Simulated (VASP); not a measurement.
# Y (P6_3/mmc) in VASP: notebook

Y is run at these levels: PBE; tasks: single point.

All numbers are computed with VASP 6.6.1; they aren't measurements. Logs are shortened: lines on timing, memory, paths and dates and some standing lists are left out, and cuts for length are marked.

### 1 The cell of the first run

The structure is hexagonal, space group P6_3/mmc (No. 194). Conventional cell: a = 3.598 Å, b = 3.598 Å, c = 11.584 Å, α = 90.00°, β = 90.00°, γ = 120.00°. Within 4.7 Å of Y (site symmetry -3m) lie 12 Y at 3.56 to 3.60 Å. Y (site symmetry -6m2) has 12 Y at 3.56 to 3.60 Å within 4.7 Å.

### 2 Single point, PBE

INCAR reads:

```
SYSTEM = Y
ALGO = Normal
EDIFF = 1E-6
ENCUT = 520
GGA = PE
ISIF = 2
ISMEAR = 0
LASPH = .True.
LCHARG = .True.
LELF = .True.
LREAL = .False.
LVHAR = .True.
LWAVE = .False.
NBANDS = 30
NELM = 80
PREC = Accurate
SIGMA = 0.1
```

KPOINTS reads:

```
k-points
0
Gamma
  12 12 4
  0 0 0
```

POSCAR reads:

```
Y
1.0
    3.5982311589      0.0000000000      0.0000000000
   -1.7991155795      3.1161595923      0.0000000000
    0.0000000000      0.0000000000     11.5835726703
Y
4
Direct
    0.0000000000      0.0000000000      0.0000000000
    0.3333333333      0.6666666667      0.2500000000
    0.0000000000      0.0000000000      0.5000000000
    0.6666666667      0.3333333333      0.7500000000
```

Potentials or basis: VASP PAW PBE potentials, release 64 (Y_sv).

On the command line:

```console
cat potpaw_PBE.64/Y_sv/POTCAR > POTCAR
mpirun -np 1 vasp_std > vasp.out
```

OUTCAR:

```text
SYSTEM = Y
   EDIFF = 1E-6
   ENCUT = 520
   GGA = PE
   ISIF = 2
   ISMEAR = 0
   LASPH = .True.
   LREAL = .False.
   NELM = 80
   PREC = Accurate

 ion  position               nearest neighbor table
   1  0.000  0.000  0.000-   2 3.56   4 3.56   4 3.56   2 3.56   4 3.56   2 3.56
   2  0.333  0.667  0.250-   1 3.56   3 3.56   1 3.56   3 3.56   1 3.56   3 3.56
   3  0.000  0.000  0.500-   2 3.56   4 3.56   4 3.56   2 3.56   4 3.56   2 3.56
   4  0.667  0.333  0.750-   1 3.56   3 3.56   1 3.56   3 3.56   1 3.56   3 3.56

  LATTYP: Found a hexagonal cell.
 ALAT       =     3.5982311589
 C/A-ratio  =     3.2192408322

  Lattice vectors:

 A1 = (   3.5982311589,   0.0000000000,   0.0000000000)
 A2 = (  -1.7991155795,   3.1161595923,   0.0000000000)
 A3 = (   0.0000000000,   0.0000000000,  11.5835726703)

Analysis of symmetry for initial positions (statically):
=====================================================================
 Subroutine PRICEL returns:
 Original cell was already a primitive cell.

 Routine SETGRP: Setting up the symmetry group for a
 hexagonal supercell.

 Subroutine GETGRP returns: Found 24 space group operations
 (whereof 12 operations were pure point group operations)
 out of a pool of 24 trial point group operations.

The static configuration has the point symmetry D_3d.
 The point group associated with its full space group is D_6h.

Analysis of symmetry for dynamics (positions and initial velocities):
=====================================================================
 Subroutine PRICEL returns:
 Original cell was already a primitive cell.

 Routine SETGRP: Setting up the symmetry group for a
 hexagonal supercell.

 Subroutine GETGRP returns: Found 24 space group operations
 (whereof 12 operations were pure point group operations)
 out of a pool of 24 trial point group operations.

The dynamic configuration has the point symmetry D_3d.
 The point group associated with its full space group is D_6h.

 Subroutine INISYM returns: Found 24 space group operations
 (whereof 12 operations are pure point group operations),
 and found     1 'primitive' translations

----------------------------------------------------------------------------------------

                                     Primitive cell

  volume of cell :     129.8827

  direct lattice vectors                    reciprocal lattice vectors
     3.598231159  0.000000000  0.000000000     0.277914330  0.160453913  0.000000000
    -1.799115580  3.116159592  0.000000000     0.000000000  0.320907826  0.000000000
     0.000000000  0.000000000 11.583572670     0.000000000  0.000000000  0.086329152

  length of vectors
     3.598231159  3.598231159 11.583572670     0.320907826  0.320907826  0.086329152

  position of ions in fractional coordinates (direct lattice)
     0.000000000  0.000000000  0.000000000
     0.333333333  0.666666667  0.250000000
     0.000000000  0.000000000  0.500000000
     0.666666667  0.333333333  0.750000000

  ion indices of the primitive-cell ions
   primitive index   ion index
                 1           1
                 2           2
                 3           3
                 4           4

----------------------------------------------------------------------------------------

 KPOINTS: k-points

Automatic generation of k-mesh.
 Grid dimensions read from file:
 generate k-points for:   12   12    4

 Generating k-lattice:

  Cartesian coordinates                     Fractional coordinates (reciprocal lattice)
     0.023159527  0.013371159  0.000000000     0.083333333  0.000000000  0.000000000
     0.000000000  0.026742319  0.000000000     0.000000000  0.083333333  0.000000000
     0.000000000  0.000000000  0.021582288     0.000000000  0.000000000  0.250000000

  Length of vectors
     0.026742319  0.026742319  0.021582288

  Shift w.r.t. Gamma in fractional coordinates (k-lattice)
     0.000000000  0.000000000  0.000000000

 Subroutine IBZKPT returns following result:
 ===========================================

 Found     57 irreducible k-points:

 Following reciprocal coordinates:
            Coordinates               Weight
  0.000000  0.000000  0.000000      1.000000
  0.083333 -0.000000  0.000000      6.000000
  0.166667  0.000000  0.000000      6.000000
  0.250000  0.000000  0.000000      6.000000
  0.333333  0.000000  0.000000      6.000000
  0.416667 -0.000000  0.000000      6.000000
[... 16 lines left out ...]
  0.250000  0.000000  0.250000     12.000000
  0.333333  0.000000  0.250000     12.000000
 [... further k-points ...]
   k-points           NKPTS =     57   k-points in BZ     NKDIM =     57   number of bands    NBANDS=     30
   number of dos      NEDOS =    301   number of ions     NIONS =      4
   total plane-waves  NPLWV =  70560
   dimension x,y,z NGX =    28 NGY =   28 NGZ =   90
   dimension x,y,z NGXF=    56 NGYF=   56 NGZF=  180
   ions per type =               4
   NGX,Y,Z   is equivalent  to a cutoff of  12.94, 12.94, 12.92 a.u.
   NGXF,Y,Z  is equivalent  to a cutoff of  25.87, 25.87, 25.83 a.u.
 SYSTEM =  Y
   PREC   = accura    normal or accurate (medium, high low for compatibility)
   ISTART =      0    job   : 0-new  1-cont  2-samecut
   ICHARG =      2    charge: 1-file 2-atom 10-const
   ISPIN  =      1    spin polarized calculation?
   LNONCOLLINEAR =      F non collinear calculations
   LSORBIT =      F    spin-orbit coupling
   LASPH  =      T    aspherical Exc in radial PAW
   ENCUT  =  520.0 eV  38.22 Ry    6.18 a.u.   6.69  6.69 21.54*2*pi/ulx,y,z
   NELM   =     80;   NELMIN=  2; NELMDL= -5     # of ELM steps
   EDIFF  = 0.1E-05   stopping-criterion for ELM
   LREAL  =      F    real-space projection
   EDIFFG = 0.1E-04   stopping-criterion for IOM
   NSW    =      0    number of steps for IOM
   IBRION =     -1    ionic relax: 0-MD 1-quasi-New 2-CG
   NFREE  =      0    steps in history (QN), initial steepest desc. (CG)
   ISIF   =      2    stress and relaxation
   ISYM   =      2    0-nonsym 1-usesym 2-fastsym
   POTIM  = 0.5000    time-step for ionic-motion
   TEBEG  =    0.0;   TEEND  =   0.0 temperature during run
   PSTRESS=    0.0 pullay stress
   NELECT =      44.0000    total number of electrons
   NUPDOWN=      -1.0000    fix difference up-down
   EMIN   =  10.00;   EMAX   =-10.00  energy-range for DOS
   EFERMI =   0.00;   METHOD = LEGACY
   ISMEAR =     0;   SIGMA  =   0.10  broadening in eV -4-tet -1-fermi 0-gaus
   EFERMI_NEDOS =   21; number of points for ismear=-14 and -15
   IALGO  =     38    algorithm
   IMIX   =      4    mixing-type and parameters
     AMIX     =   0.40;   BMIX     =  1.00
     AMIX_MAG =   1.60;   BMIX_MAG =  1.00
  volume/ion in A,a.u.               =      32.47       219.12
  Fermi-wavevector in a.u.,A,eV,Ry     =   1.141236  2.156623 17.720481  1.302419
  Thomas-Fermi vector in A             =   2.277936
   LORBIT       =      0    0 simple, 1 ext, 2 COOP (PROOUT), +10 PAW based schemes
   GGA     = PE    functional components
   LHFCALC =     F    Hartree Fock is set to
   AEXX    =    0.0000 exact exchange contribution
   IVDW    =     0    specifies the selected vdW correction
   LEPSILON=     F    determine dielectric tensor
   LRPA    =     F    only Hartree local field effects (RPA)
 non-spin polarized calculation
 Gauss-broadening in eV      SIGMA  =   0.10
  energy-cutoff  :      520.00
  volume of cell :      129.88
 maximum number of plane-waves:      3537
 NGX is ok and might be reduce to    28
   NGX = 13   NGY = 13   NGZ = 43

 number of electron      43.9999999 magnetization

 Free energy of the ion-electron system (eV)
  ---------------------------------------------------
  ext. energy  EPLUGINS =         0.00000000
  ---------------------------------------------------
  free energy    TOTEN  =       -25.71564752 eV

  energy without entropy =      -25.68252061  energy(sigma->0) =      -25.69908407

 E-fermi :   3.0910     XC(G=0):  -9.4693

 val. band max:        3.0879408392   @ k =   0.4167  -0.0000   0.2500
 cond. band min:       3.0934668870   @ k =   0.1667   0.1667   0.2500
 fundamental gap:      0.0055260478
 Fermi energy:         3.0910444711

 k-point     1 :       0.0000    0.0000    0.0000
  band No.  band energies     occupation
      1     -39.5816      2.00000
      2     -39.5519      2.00000
      3     -39.5412      2.00000
      4     -39.5112      2.00000
      5     -19.8563      2.00000
      6     -19.5832      2.00000
[... 22 lines left out ...]
     29       5.1391      0.00000
     30       5.1397      0.00000

 k-point     2 :       0.0833   -0.0000    0.0000
  band No.  band energies     occupation
      1     -39.5778      2.00000
      2     -39.5491      2.00000
      3     -39.5385      2.00000
      4     -39.5095      2.00000
      5     -19.8436      2.00000
      6     -19.5872      2.00000
[... 22 lines left out ...]
     29       5.1963      0.00000
     30       5.2712      0.00000

 k-point     3 :       0.1667    0.0000    0.0000
  band No.  band energies     occupation
      1     -39.5674      2.00000
      2     -39.5417      2.00000
      3     -39.5310      2.00000
      4     -39.5050      2.00000
      5     -19.8075      2.00000
      6     -19.6064      2.00000
[... 22 lines left out ...]
     29       5.1764      0.00000
     30       5.5831      0.00000

 k-point     4 :       0.2500    0.0000    0.0000
  band No.  band energies     occupation
      1     -39.5524      2.00000
      2     -39.5314      2.00000
      3     -39.5207      2.00000
      4     -39.4995      2.00000
      5     -19.7564      2.00000
      6     -19.6529      2.00000
[... 616 lines left out ...]
     29       5.2317      0.00000
     30       5.2444      0.00000

 k-point    23 :       0.2500    0.0000    0.2500
  band No.  band energies     occupation
      1     -39.5505      2.00000
      2     -39.5373      2.00000
      3     -39.5147      2.00000
      4     -39.5014      2.00000
      5     -19.7494      2.00000
      6     -19.6941      2.00000
[... 22 lines left out ...]
     29       5.1696      0.00000
     30       5.4753      0.00000

 k-point    24 :       0.3333    0.0000    0.2500
  band No.  band energies     occupation
      1     -39.5350      2.00000
      2     -39.5251      2.00000
      3     -39.5064      2.00000
      4     -39.4964      2.00000
      5     -19.7551      2.00000
      6     -19.7150      2.00000
[... 22 lines left out ...]
     29       4.9656      0.00000
     30       5.4837      0.00000

 [... further k-points ...]

------------------------ aborting loop because EDIFF is reached ----------------------------------------

  FORCE on cell =-STRESS in cart. coord.  units (eV):
  Direction    XX          YY          ZZ          XY          YZ          ZX
  --------------------------------------------------------------------------------------
  -------------------------------------------------------------------------------------
  Total       -0.0936248     -0.0936248     -0.0968953      0.0000000     -0.0000000     -0.0000000
  in kB       -1.1549152     -1.1549152     -1.1952584      0.0000000     -0.0000000     -0.0000000
  external PRESSURE =      -1.1683630 kB  Pullay stress =       0.0000000 kB

 VOLUME and BASIS-vectors are now :
 -----------------------------------------------------------------------------
  energy-cutoff  :      520.00
  volume of cell :      129.88
      direct lattice vectors                 reciprocal lattice vectors
     3.598231159  0.000000000  0.000000000     0.277914330  0.160453913  0.000000000
    -1.799115580  3.116159592  0.000000000     0.000000000  0.320907826  0.000000000
     0.000000000  0.000000000 11.583572670     0.000000000  0.000000000  0.086329152

 POSITION                                       TOTAL-FORCE (eV/Angst)
 -----------------------------------------------------------------------------------
      0.00000      0.00000      0.00000         0.000000      0.000000      0.000000
     -0.00000      2.07744      2.89589        -0.000000      0.000000     -0.000000
      0.00000      0.00000      5.79179        -0.000000      0.000000      0.000000
      1.79912      1.03872      8.68768         0.000000     -0.000000      0.000000
 -----------------------------------------------------------------------------------
    total drift:                                0.000000     -0.000000      0.000000

  FREE ENERGIE OF THE ION-ELECTRON SYSTEM (eV)
  ---------------------------------------------------
  free  energy   TOTEN  =       -25.7156475171 eV

  energy  without entropy=      -25.6825206136  energy(sigma->0) =      -25.69908407
```

It took 2.2 min on 1 thread of AMD EPYC 9R45 (Zen 5), shared host; peak memory 0.32 GiB.

Results:

| Quantity | Value |
| --- | --- |
| Free energy | -25.7156 eV |
| Pressure | -0.1 GPa |
| Band gap on the k mesh | zero (bands 22 and 23 overlap by 1.19 eV) |

### 3 Single point, PBE (strain along c alone, the other axes held: +4.0 %)

INCAR reads:

```
  PREC = Accurate
  ENCUT = 500
  EDIFF = 1E-6
  ISMEAR = 0
  SIGMA = 0.1
  LREAL = F
  LASPH = T
  NELM = 120
  ALGO = Normal
  ISIF = 2
  LWAVE = F
  LCHARG = F
  GGA = PE
  NBANDS = 30
  GGA_COMPAT = F
```

KPOINTS reads:

```
regular mesh
0
Gamma
  18 18 6
```

Edit POSCAR of step 2 so:

```diff
@@ -4,3 +4,3 @@
    -1.7991155795      3.1161595923      0.0000000000
-    0.0000000000      0.0000000000     11.5835726703
+    0.0000000000      0.0000000000     12.0469155771
 Y
```

Potentials or basis: VASP PAW PBE potentials, release 64 (Y_sv).

On the command line:

```console
cat potpaw_PBE.64/Y_sv/POTCAR > POTCAR
mpirun -np 1 vasp_std > vasp.out
```

Wall time 5.2 min (1 thread of Intel Xeon 6975P-C (Granite Rapids), shared host); peak memory 0.57 GiB.

It converged, with:

* Free energy: -25.6619 eV
* Pressure: -1.6 GPa
* Band gap on the k mesh: zero (bands 22 and 23 overlap by 0.99 eV)

Stress tensor (GPa, compression positive):
```
-0.79  0.00  0.00
 0.00 -0.79  0.00
 0.00  0.00 -3.08
```

Levels at points of the mesh, in eV from the Fermi level:
| k point | band 20 | band 21 | band 22 | band 23 | band 24 | band 25 |
| --- | --- | --- | --- | --- | --- | --- |
| (0.00, 0.00, 0.00) | -1.98 | 0.39 | 0.63 | 0.66 | 1.56 | 1.67 |
| (0.50, 0.00, 0.00) | -1.21 | -0.51 | -0.50 | -0.33 | 0.38 | 0.69 |
| (0.00, 0.00, 0.50) | -2.39 | 0.33 | 0.33 | 1.24 | 1.24 | 1.76 |
| (0.50, 0.00, 0.50) | -1.43 | -0.62 | -0.62 | 0.21 | 0.21 | 1.12 |

Caveat: the cell differs from its parent crystal (strain along c alone, the other axes held: +4.0 %).

### 4 Single point, PBE (strain along c alone, the other axes held: -6.0 %)

INCAR reads:

```
ALGO = Normal
EDIFF = 1E-6
ENCUT = 500
GGA = PE
GGA_COMPAT = F
ISIF = 2
ISMEAR = 0
LASPH = T
LCHARG = F
LREAL = F
LWAVE = F
NBANDS = 30
NELM = 120
PREC = Accurate
SIGMA = 0.1
```

KPOINTS reads:

```
k-points
0
Gamma
  18 18 6
```

Edit POSCAR of step 3 so:

```diff
@@ -4,3 +4,3 @@
    -1.7991155795      3.1161595923      0.0000000000
-    0.0000000000      0.0000000000     12.0469155771
+    0.0000000000      0.0000000000     10.8885583101
 Y
```

On the command line:

```console
cat potpaw_PBE.64/Y_sv/POTCAR > POTCAR
mpirun -np 1 vasp_std > vasp.out
```

Run time: 4.8 min. Hardware: 1 thread of AMD EPYC 9R45 (Zen 5), shared host; peak memory 0.5 GiB.

It converged, with:

* Free energy: -25.5938 eV
* Pressure: 2.6 GPa
* Band gap on the k mesh: zero (bands 22 and 23 overlap by 1.78 eV)

Stress tensor (GPa, compression positive):
```
1.25 0.00 0.00
0.00 1.25 0.00
0.00 0.00 5.43
```

Levels at points of the mesh, in eV from the Fermi level:
```
           k point  band 18  band 19  band 20  band 21  band 22  band 23  band 24  band 25  band 26  band 27
(0.00, 0.00, 0.00)    -3.21    -3.20    -1.93     1.03     1.13     1.37     1.48     1.48     1.50     1.50
(0.50, 0.00, 0.00)    -1.88    -1.43    -1.20    -0.60    -0.32    -0.22     0.45     0.96     1.32     1.55
(0.00, 0.00, 0.50)    -4.35    -2.17    -2.17     0.95     0.95     1.66     1.66     1.66     1.66     1.84
(0.50, 0.00, 0.50)    -1.76    -1.56    -1.56    -0.67    -0.67     0.33     0.33     1.62     1.62     1.70
```

Caveat: the cell differs from its parent crystal (strain along c alone, the other axes held: -6.0 %).

### 5 Single point, PBE (strain along c alone, the other axes held: -4.0 %)

INCAR reads:

```
SYSTEM = Y
PREC = Accurate ; ENCUT = 500
EDIFF = 1E-6 ; ISMEAR = 0
SIGMA = 0.1 ; LREAL = .FALSE.
LASPH = .TRUE. ; NELM = 120
ALGO = Normal ; ISIF = 2
LWAVE = .FALSE. ; LCHARG = .FALSE.
GGA = PE ; NBANDS = 30
GGA_COMPAT = .FALSE.
```

KPOINTS reads:

```
regular mesh
0
G
  18 18 6
  0 0 0
```

Edit POSCAR of step 4 so:

```diff
@@ -4,3 +4,3 @@
    -1.7991155795      3.1161595923      0.0000000000
-    0.0000000000      0.0000000000     10.8885583101
+    0.0000000000      0.0000000000     11.1202297635
 Y
```

On the command line:

```console
cat potpaw_PBE.64/Y_sv/POTCAR > POTCAR
mpirun -np 1 vasp_std > vasp.out
```

It took 4.9 min on 1 thread of AMD EPYC 9R45 (Zen 5), shared host; peak memory 0.51 GiB.

It converged, with:

```yaml
Free_energy: -25.6656 eV
Pressure: 1.6 GPa
Band_gap_on_the_k_mesh: zero (bands 22 and 23 overlap by 1.54 eV)
```

Stress tensor (GPa, compression positive):
```
0.73 0.00 0.00
0.00 0.73 0.00
0.00 0.00 3.41
```

Levels at points of the mesh, in eV from the Fermi level:
```csv
k point,band 20,band 21,band 22,band 23,band 24,band 25
"(0.00, 0.00, 0.00)",-1.93,0.94,1.03,1.14,1.54,1.54
"(0.50, 0.00, 0.00)",-1.21,-0.58,-0.38,-0.26,0.43,0.89
"(0.00, 0.00, 0.50)",-2.21,0.80,0.80,1.69,1.69,1.69
"(0.50, 0.00, 0.50)",-1.54,-0.66,-0.66,0.30,0.30,1.50
```

Caveat: the cell differs from its parent crystal (strain along c alone, the other axes held: -4.0 %).

(Part 1 of 2 ends here.)
